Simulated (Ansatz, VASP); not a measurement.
## One calculation of WBrCl3, two programs

```
W Br Cl
1.0
     4.77119    0.00000    0.00000
     0.00000    4.77119    0.00000
     0.00000    0.00000    4.77119
W Br Cl
1 1 3
Direct
  0.50000 0.50000 0.50000
  0.00000 0.00000 0.00000
  0.50000 0.50000 0.00000
  0.50000 0.00000 0.50000
  0.00000 0.50000 0.50000
```

Alike in both runs: task single point; functional PBE; k mesh 8 × 8 × 8; occupations gaussian, width 0.1 eV; no spin polarisation.

|  | VASP | Ansatz |
| --- | --- | --- |
| version | VASP 6.6.1 | Ansatz 0.2.0 |
| potentials or method | VASP PAW PBE potentials, release 64 (W_sv, Br, Cl), cutoff 520 eV | scalar-relativistic, plane waves, PAW |
| valence electrons in the cell | 42 | 42 |

Ansatz gave:

- gap on the k mesh at the Fermi level (eV): none
- pressure (GPa): 0.0

Problem. What did VASP give for the same quantities?

Solution. gap on the k mesh at the Fermi level (eV): none; pressure (GPa): 0.1.

A gap of «none» marks a metal or a gap that the smearing closes.

Neither program's run includes spin-orbit coupling.
